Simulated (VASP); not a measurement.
Wanted: the native input for a VASP 6.6.1 run.

* Task: single point
* Functional: PBE
* Potentials or basis: VASP PAW PBE potentials, release 64 (Y_sv)
* Cutoff: 520 eV
* k mesh: 12 × 12 × 12
* Occupations: fermi-dirac, width 0.05 eV
* Spin: no spin polarisation
* Dipole correction: no
* Further INCAR settings: ALGO = Normal; EDIFF = 1e-06; NBANDS = 18

The structure of Y lies in POSCAR:

```
Y
1.0
    0.0000000000      2.5918214509      2.5918214509
    2.5918214509      0.0000000000      2.5918214509
    2.5918214509      2.5918214509      0.0000000000
Y
2
Direct
   -0.1250000000     -0.1250000000     -0.1250000000
    0.1250000000      0.1250000000      0.1250000000
```

One way to write it, as run:

INCAR

```
PREC     = Accurate       # precision mode
ENCUT    = 520            # plane-wave cutoff, eV
EDIFF    = 1E-6           # SCF threshold, eV
ISMEAR   = -1             # smearing method
SIGMA    = 0.05           # smearing width, eV
LREAL    = False          # projectors in reciprocal space
LASPH    = True           # aspherical terms in the spheres
NELM     = 80             # most SCF steps
ALGO     = Normal         # electronic algorithm
ISIF     = 2              # what is computed and relaxed
LWAVE    = False          # write WAVECAR
LCHARG   = False          # write CHGCAR
GGA      = PE             # functional
NBANDS   = 18             # bands
```

KPOINTS

```
Automatic mesh
0
Gamma
  12 12 12
```

Potentials or basis: VASP PAW PBE potentials, release 64 (Y_sv).

Launch:

```console
$ cat potpaw_PBE.64/Y_sv/POTCAR > POTCAR
$ mpirun -np 1 vasp_std > vasp.out
```

It gave:

```
Pressure               : 80.9 GPa
Band gap on the k mesh : zero (band 11 reaches 7.27 eV, above the bottom of band 12 at 6.35 eV)
```

It took 41 s on 1 thread of Intel(R) Xeon(R) Platinum 8259CL CPU @ 2.50GHz (Skylake/Cascade Lake), with other jobs on the host, peak memory 0.2 GiB.
